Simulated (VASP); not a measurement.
A run of VASP 6.6.1:

File INCAR:

```
  PREC = Accurate
  ENCUT = 520
  EDIFF = 1E-6
  ISMEAR = 0
  SIGMA = 0.1
  LREAL = False
  LASPH = True
  NELM = 150
  ALGO = Normal
  ISIF = 2
  LWAVE = False
  LCHARG = True
  ISPIN = 2
  MAGMOM = 1 0 0
  LORBIT = 11
  LMAXMIX = 4
  GGA = PE
  LELF = True
  LVHAR = True
  NBANDS = 22
```

The input KPOINTS:

```
Automatic mesh
0
Gamma
  6 6 4
```

Contents of POSCAR:

```
TiAlF
1.0
    3.2826074900      0.0000000000      0.0000000000
    0.0000000000      3.2826074900      0.0000000000
    0.0000000000      0.0000000000      3.9301975000
Ti Al F
1 1 1
Direct
    0.5000000000      0.5000000000      0.0000000000
    0.5000000000      0.5000000000      0.5000000000
    0.0000000000      0.0000000000      0.0000000000
```

Potentials or basis: VASP PAW PBE potentials, release 64 (Ti_sv, Al, F).

Command:

```sh
$ cat potpaw_PBE.64/Ti_sv/POTCAR potpaw_PBE.64/Al/POTCAR potpaw_PBE.64/F/POTCAR > POTCAR
$ mpirun -np 1 vasp_std > vasp.out
```

Hardware: 1 thread of Intel(R) Xeon(R) Platinum 8259CL CPU @ 2.50GHz (Skylake/Cascade Lake), with other jobs on the host.

Q: How long does it take, and how much memory?

A: Run time: 70 s on 1 thread of Intel(R) Xeon(R) Platinum 8259CL CPU @ 2.50GHz (Skylake/Cascade Lake), on a shared host, peak memory 0.19 GiB. Counts: scf iterations 33, k points 30.
